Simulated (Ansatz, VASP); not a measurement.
# Mg in VASP and in Ansatz

```
Mg
1.0
    -1.82367    1.82367    1.66813
     1.82367   -1.82367    1.66813
     1.82367    1.82367   -1.66813
Mg
1
Direct
  0.00000 0.00000 0.00000
```

Change from the starting cell: volume scaled by 0.98.

Alike in both runs: task single point; functional pbesol exchange, pbe correlation; k mesh 11 × 11 × 11; occupations tetrahedron; no spin polarisation.

|  | VASP | Ansatz |
| --- | --- | --- |
| version | VASP 6.6.1 | Ansatz 0.2.0 |
| potentials or method | VASP PAW PBE potentials, release 64 (Mg), cutoff 600 eV | all-electron LAPW, non-relativistic |

|  | VASP | Ansatz | Ansatz less VASP |
| --- | --- | --- | --- |
| gap on the k mesh at the Fermi level (eV) | none | none | - |
| pressure (GPa) | 0.3 | 0.4 | +0.12 |
| traceless stress, the component that is largest in VASP (GPa) | 0.32 | 0.06 | -0.253 |

VASP's potentials were made for PBE, not for pbesol exchange, pbe correlation. A gap of «none» marks a metal or a gap that the smearing closes. Ansatz ran all-electron here, and VASP with PAW potentials.
